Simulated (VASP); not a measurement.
# BP (I-4m2) in VASP: further runs, part 2 of 2

VASP 6.6.1. The steps go on from the part before.

## Step 4: Single point, r2SCAN (strain +0.0175 x Voigt [1, 1, 0, 0, 0, 0])

The input, POSCAR:

```
BP
1.0
    0.0000000000      2.3087075000      2.2690000000
    2.3087075000      0.0000000000      2.2690000000
    2.3087075000      2.3087075000      0.0000000000
B P
1 1
Direct
    0.0000000000      0.0000000000      0.0000000000
    0.7500000000      0.7500000000      0.7500000000
```

The input, INCAR.step1:

```
SYSTEM = BP
PREC = Accurate ; ENCUT = 520
ISMEAR = 0 ; SIGMA = 0.05
LREAL = .False. ; LASPH = .True.
NELM = 100 ; NBANDS = 11
GGA = PE ; ALGO = Normal
EDIFF = 1E-4 ; LWAVE = .True.
LCHARG = .False.
```

The input, INCAR.step2:

```
SYSTEM = BP
PREC = Accurate ; ENCUT = 520
EDIFF = 1E-6 ; ISMEAR = 0
SIGMA = 0.05 ; LREAL = .False.
LASPH = .True. ; NELM = 100
ALGO = Normal ; ISIF = 2
LWAVE = .False. ; LCHARG = .False.
METAGGA = R2SCAN ; LMIXTAU = .True.
NBANDS = 11 ; ISTART = 1
```

The input, KPOINTS:

```
Automatic mesh
0
Gamma
  10 10 10
  0 0 0
```

Potentials or basis: VASP PAW PBE potentials, release 64 (B, P).

Run with:

```sh
> cat potpaw_PBE.64/B/POTCAR potpaw_PBE.64/P/POTCAR > POTCAR
> cp INCAR.step1 INCAR
> mpirun -np 1 vasp_std > vasp.out
> cp INCAR.step2 INCAR
> mpirun -np 1 vasp_std > vasp.out
```

OUTCAR:

```text
SYSTEM = BP
   PREC = Accurate
   ENCUT = 520
   EDIFF = 1E-6
   ISMEAR = 0
   LREAL = .False.
   LASPH = .True.
   NELM = 100
   ISIF = 2
   METAGGA = R2SCAN
   ISTART = 1

 ion  position               nearest neighbor table
   1  0.000  0.000  0.000-   2 1.99   2 1.99   2 1.99   2 1.99
   2  0.750  0.750  0.750-   1 1.99   1 1.99   1 1.99   1 1.99

  LATTYP: Found a body centered tetragonal cell.
 ALAT       =     3.2650054581
 C/A-ratio  =     1.3898904790

  Lattice vectors:

 A1 = (   0.0000000000,  -2.3087075000,  -2.2690000000)
 A2 = (   0.0000000000,   2.3087075000,  -2.2690000000)
 A3 = (   2.3087075000,   0.0000000000,   2.2690000000)

Analysis of symmetry for initial positions (statically):
=====================================================================
 Subroutine PRICEL returns:
 Original cell was already a primitive cell.

 Routine SETGRP: Setting up the symmetry group for a
 body centered tetragonal supercell.

 Subroutine GETGRP returns: Found  8 space group operations
 (whereof  8 operations were pure point group operations)
 out of a pool of 16 trial point group operations.

The static configuration has the point symmetry D_2d.

Analysis of symmetry for dynamics (positions and initial velocities):
[... 165 lines left out ...]

 k-point     1 :       0.0000    0.0000    0.0000
  band No.  band energies     occupation
      1      -8.9613      2.00000
      2       6.9226      2.00000
      3       6.9226      2.00000
      4       7.0969      2.00000
      5      10.5009      0.00000
      6      10.6092      0.00000
      7      10.6092      0.00000
      8      14.4348      0.00000
      9      19.1276      0.00000
     10      19.3015      0.00000
     11      19.7561      0.00000
[... 309 lines left out ...]
 k-point    24 :       0.4000    0.3000    0.0000
  band No.  band energies     occupation
      1      -5.8984      2.00000
      2       0.6239      2.00000
      3       2.8120      2.00000
      4       3.2707      2.00000
      5       8.8949      0.00000
      6      10.8309      0.00000
      7      16.8833      0.00000
      8      16.8945      0.00000
      9      21.7240      0.00000
     10      22.7355      0.00000
     11      24.7328      0.00000

 [... further k-points ...]
[... 5 lines left out ...]
  --------------------------------------------------------------------------------------
  -------------------------------------------------------------------------------------
  Total       -1.1636097     -1.1636097     -0.4473564      0.0000000      0.0000000      0.0000000
  in kB      -77.0753652    -77.0753652    -29.6320656      0.0000000      0.0000000      0.0000000
  external PRESSURE =     -61.2609320 kB  Pullay stress =       0.0000000 kB

 VOLUME and BASIS-vectors are now :
 -----------------------------------------------------------------------------
  energy-cutoff  :      520.00
  volume of cell :       24.19
      direct lattice vectors                 reciprocal lattice vectors
     0.000000000  2.308707500  2.269000000    -0.216571393  0.216571393  0.220361393
     2.308707500  0.000000000  2.269000000     0.216571393 -0.216571393  0.220361393
     2.308707500  2.308707500  0.000000000     0.216571393  0.216571393 -0.220361393

 POSITION                                       TOTAL-FORCE (eV/Angst)
 -----------------------------------------------------------------------------------
      0.00000      0.00000      0.00000        -0.000000     -0.000000      0.000000
      3.46306      3.46306      3.40350         0.000000      0.000000     -0.000000
 -----------------------------------------------------------------------------------
    total drift:                               -0.000000     -0.000000     -0.000000

  FREE ENERGIE OF THE ION-ELECTRON SYSTEM (eV)
  ---------------------------------------------------
  free  energy   TOTEN  =       -17.2897655474 eV

  energy  without entropy=      -17.2897655474  energy(sigma->0) =      -17.28976555
```

OSZICAR.step1:

```text
N       E                     dE             d eps       ncg     rms          rms(c)
DAV:   1     0.101659060257E+02    0.10166E+02   -0.39414E+03  2244   0.659E+02
DAV:   2    -0.128754556144E+02   -0.23041E+02   -0.21655E+02  3006   0.108E+02
DAV:   3    -0.135500394949E+02   -0.67458E+00   -0.67292E+00  2808   0.165E+01
DAV:   4    -0.135528184514E+02   -0.27790E-02   -0.27787E-02  2571   0.126E+00
DAV:   5    -0.135528342000E+02   -0.15749E-04   -0.15748E-04  2803   0.936E-02    0.685E+00
DAV:   6    -0.130047642748E+02    0.54807E+00   -0.12943E+00  2553   0.481E+00    0.370E+00
DAV:   7    -0.129242647412E+02    0.80500E-01   -0.20063E-01  2797   0.223E+00    0.129E+00
DAV:   8    -0.129168474857E+02    0.74173E-02   -0.25248E-02  2638   0.898E-01    0.181E-01
DAV:   9    -0.129171770441E+02   -0.32956E-03   -0.72271E-04  2633   0.178E-01    0.110E-01
DAV:  10    -0.129173755515E+02   -0.19851E-03   -0.25030E-04  2519   0.991E-02    0.272E-02
DAV:  11    -0.129173862286E+02   -0.10677E-04   -0.10847E-05  1329   0.223E-02
   1 F= -.12917386E+02 E0= -.12917386E+02  d E =-.263849E-14
```

Run time: 29 s. Hardware: 1 thread of Intel Xeon 6975P-C (Granite Rapids), shared host; peak memory 0.15 GiB.

Results:

```yaml
Free_energy: -17.2898 eV
Pressure: -6.1 GPa
Band_gap_on_the_k_mesh: 1.22 eV, indirect (least direct gap 3.40 eV)
```

Caveat: the cell differs from its parent crystal (strain +0.0175 x Voigt [1, 1, 0, 0, 0, 0]); the PAW data sets were made with another functional, which shifts forces and pressure a little.

## Step 5: The runs side by side

```tsv
cell	gap on the mesh (eV)	pressure (GPa)
a = 3.225, b = 3.225, c = 3.241 Å, angles 59.8, 59.8, 60.3°, 2 atoms	1.32	-3.9
a = 3.241, b = 3.241, c = 3.273 Å, angles 59.7, 59.7, 60.7°, 2 atoms	1.19	-6.8
a = 3.237, b = 3.237, c = 3.265 Å, angles 59.7, 59.7, 60.6°, 2 atoms	1.22	-6.1
```

Alike in all rows: task single point; level r2SCAN; potentials or basis VASP PAW PBE potentials, release 64 (B, P); no spin polarisation; k mesh 10 × 10 × 10; cutoff (eV) 520; smearing gaussian 0.05 eV.

Caveats: the PAW data sets were made with another functional, which shifts forces and pressure a little.

Total energies depend on the potentials used, so only differences within one code and one set of settings carry meaning.
